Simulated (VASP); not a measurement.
Input of a VASP 6.6.1 run:

POSCAR

```
Cu2Pt
1.0
    0.0000000000      3.3546113301      3.3546113301
    3.3546113301      0.0000000000      3.3546113301
    3.3546113301      3.3546113301      0.0000000000
Cu Pt
4 2
Direct
    0.1250000000      0.1250000000      0.1250000000
    0.6250000000      0.1250000000      0.1250000000
    0.1250000000      0.1250000000      0.6250000000
    0.1250000000      0.6250000000      0.1250000000
    0.5000000000      0.5000000000      0.5000000000
    0.7500000000      0.7500000000      0.7500000000
```

INCAR.step1

```
PREC = Accurate
ENCUT = 600
ISMEAR = 0
SIGMA = 0.1
LREAL = False
LASPH = True
NELM = 60
GGA = PE
ALGO = Normal
EDIFF = 1E-4
LWAVE = True
LCHARG = False
```

INCAR.step2

```
PREC = Accurate
ENCUT = 600
EDIFF = 1E-6
ISMEAR = 0
SIGMA = 0.1
LREAL = False
LASPH = True
NELM = 60
ALGO = Normal
ISIF = 3
LWAVE = False
LCHARG = False
METAGGA = R2SCAN
LMIXTAU = True
IBRION = 2
NSW = 100
EDIFFG = -0.01
ISTART = 1
```

The input KPOINTS:

```
regular mesh
0
Gamma
  10 10 10
```

Potentials or basis: VASP PAW PBE potentials, release 64 (Cu, Pt).

The run is started by

```sh
$ cat potpaw_PBE.64/Cu/POTCAR potpaw_PBE.64/Pt/POTCAR > POTCAR
$ cp INCAR.step1 INCAR
$ mpirun -np 1 vasp_std > vasp.out
$ cp INCAR.step2 INCAR
$ mpirun -np 1 vasp_std > vasp.out
```

Problem. Predict the relaxed volume.

Solution. 12.64 Å³/atom.

Problem. Estimate the band gap on the k mesh.

Solution. Zero (bands 32 and 33 overlap by 1.36 eV).

Step by step:
```tsv
step	energy change (eV)	largest force (eV/Å)	pressure (GPa)	volume (Å³)
1	0.0000	0.0000	0.86	75.50
2	0.0004	0.0000	-1.11	76.24
3	-0.0009	0.0000	-0.05	75.84
```

Caveat: the PAW data sets were made with another functional, which shifts forces and pressure a little; spin-orbit coupling is left out, which moves the levels of the heavy elements.
